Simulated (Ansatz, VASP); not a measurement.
Na: VASP beside Ansatz

```
Na
1.0
     3.74918    0.00000    0.00000
    -1.87459    3.24689    0.00000
     0.00000    0.00000    6.07368
Na
2
Direct
  0.33333 0.66667 0.25000
  0.66667 0.33333 0.75000
```

Alike in both runs: task relaxation of cell and atoms; functional PBE; k mesh 12 × 12 × 6; occupations fermi-dirac, width 0.05 eV; no spin polarisation.

|  | VASP | Ansatz |
| --- | --- | --- |
| version | VASP 6.6.1 | Ansatz 0.2.0 |
| potentials or method | VASP PAW PBE potentials, release 64 (Na_pv) | PAW with Ansatz's default frozen-core files, scalar-relativistic |
| plane-wave cutoff (eV) | 600 | 420 |
| valence electrons in the cell | 14 | 18 |

|  | VASP | Ansatz | Ansatz less VASP |
| --- | --- | --- | --- |
| relaxed volume (Å³/atom) | 36.91 | 37.08 | +0.172 |
| relaxed cell length with the largest relative difference (Å) | 6.116 | 6.130 | +0.0146 |

VASP's potentials hold 14 valence electrons a cell and Ansatz's 18, so a difference there can come from the potentials and not from the codes.
